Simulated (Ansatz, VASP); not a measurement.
## CoO: VASP beside Ansatz

```
CELL_PARAMETERS angstrom
0.04263 2.15281 2.15281
2.15281 0.04263 2.15281
2.15281 2.15281 0.04263
ATOMIC_POSITIONS crystal
Co 0.00000 0.00000 0.00000
O 0.50000 0.50000 0.50000
```

Change from the starting cell: equal xy, yz and zx shear strains of +2 %.

Alike in both runs: task single point; functional PBEsol; k mesh 16 × 16 × 16; occupations fermi-dirac, width 0.05 eV; collinear spin.

|  | VASP | Ansatz |
| --- | --- | --- |
| version | VASP 6.6.1 | Ansatz 0.2.0 |
| potentials or method | VASP PAW PBE potentials, release 64 (Co, O), cutoff 520 eV | all-electron LAPW, scalar-relativistic |

VASP gave:

* pressure (GPa): -11.5
* traceless stress, the component that is largest in VASP (GPa): 0.30
* net moment per atom (μB): 1.47
* size of the moment on the site where the two differ most (μB): 2.57

**Question.** Estimate Ansatz's values.

**Answer.** Pressure (GPa): -10.9; traceless stress, the component that is largest in VASP (GPa): 0.36; net moment per atom (μB): 1.48; size of the moment on the site where the two differ most (μB): 2.60.

VASP's potentials were made for PBE, not for PBEsol. Site moments also hang on the region over which each program counts them. Ansatz ran all-electron here, and VASP with PAW potentials.
